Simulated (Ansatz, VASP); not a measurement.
# Os: VASP beside Ansatz

```
Os
1.0
     0.00000    1.94500    2.00335
     1.94500    0.00000    2.00335
     1.94500    1.94500    0.00000
Os
1
Direct
  0.00000 0.00000 0.00000
```

Change from the starting cell: strain +0.000 along x and y, +0.030 along z, atoms carried along.

Alike in both runs: task single point; functional PBEsol; k mesh 20 × 20 × 20; occupations gaussian, width 0.15 eV; no spin polarisation.

|  | VASP | Ansatz |
| --- | --- | --- |
| version | VASP 6.6.1 | Ansatz 0.2.0 |
| potentials or method | VASP PAW PBE potentials, release 64 (Os), cutoff 520 eV | scalar-relativistic, plane waves, PAW |
| valence electrons in the cell | 8 | 16 |

Ansatz gave:

- gap on the k mesh at the Fermi level (eV): none
- pressure (GPa): -28.8
- traceless stress, the component that is largest in VASP (GPa): -5.39

Q: What did VASP give for the same quantities?

A: gap on the k mesh at the Fermi level (eV): none; pressure (GPa): -29.0; traceless stress, the component that is largest in VASP (GPa): -5.37.

VASP's potentials were made for PBE, not for PBEsol. A gap of «none» marks a metal or a gap that the smearing closes. Both programs put the cell under strong tension, so it lies far from rest at this level. With one functional, cell and mesh, what is left measures potentials, basis and numerics. VASP's potentials hold 8 valence electrons a cell and Ansatz's 16, so a difference there can come from the potentials and not from the codes.

Neither program's run includes spin-orbit coupling.
